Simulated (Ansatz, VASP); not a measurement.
# Two plane-wave programs on Mg

Contents of INCAR:

```
SYSTEM = Mg
ALGO     = Normal         ! electronic algorithm
EDIFF    = 1E-6           ! SCF threshold, eV
ENCUT    = 520            ! plane-wave cutoff, eV
GGA      = PE             ! functional
ISIF     = 2              ! what is computed and relaxed
ISMEAR   = 0              ! smearing method
LASPH    = .TRUE.         ! aspherical terms in the spheres
LCHARG   = .FALSE.        ! write CHGCAR
LREAL    = .FALSE.        ! projectors in reciprocal space
LWAVE    = .FALSE.        ! write WAVECAR
NBANDS   = 9              ! bands
NELM     = 100            ! most SCF steps
PREC     = Accurate       ! precision mode
SIGMA    = 0.1            ! smearing width, eV
```

File KPOINTS:

```
k-points
0
G
  15 15 10
  0 0 0
```

POSCAR

```
Mg
1.0
    3.0987341410      0.0000000000      0.0000000000
   -1.5493670706      2.6835824857      0.0000000000
    0.0000000000      0.0000000000      4.4372270295
Mg
2
Direct
    0.3333333333      0.6666666667      0.2500000000
    0.6666666667      0.3333333333      0.7500000000
```

Input for Ansatz:

```yaml
crystal:
  lattice:
    - [3.098734141, 0.0, 0.0]
    - [-1.5493670706, 2.6835824857, 0.0]
    - [0.0, 0.0, 4.4372270295]
  atoms:
    - { symbol: Mg, position: [0.3333333333, 0.6666666667, 0.25] }
    - { symbol: Mg, position: [0.6666666667, 0.3333333333, 0.75] }
basis:
  ecutwfc: 420
kpoints:
  mp_grid: { grid: [15, 15, 10] }
hamiltonian:
  xc: pbe
scf:
  occupations: { method: gaussian, width: 0.1 }
output:
  forces: true
  stress: true
  eigenvalues: true
```

Alike in both runs: task single point; functional PBE; k mesh 15 × 15 × 10; occupations gaussian, width 0.1 eV; no spin polarisation.

|  | VASP | Ansatz |
| --- | --- | --- |
| version | VASP 6.6.1 | Ansatz 0.2.0 |
| potentials or method | VASP PAW PBE potentials, release 64 (Mg), cutoff 520 eV | scalar-relativistic, plane waves, PAW |
| valence electrons in the cell | 4 | 20 |

|  | VASP | Ansatz | Ansatz less VASP |
| --- | --- | --- | --- |
| gap on the k mesh at the Fermi level (eV) | none | none | - |
| pressure (GPa) | 12.9 | 13.0 | +0.05 |
| traceless stress, the component that is largest in VASP (GPa) | 7.67 | 7.63 | -0.043 |

A gap of «none» marks a metal or a gap that the smearing closes. VASP's potentials hold 4 valence electrons a cell and Ansatz's 20, so a difference there can come from the potentials and not from the codes.
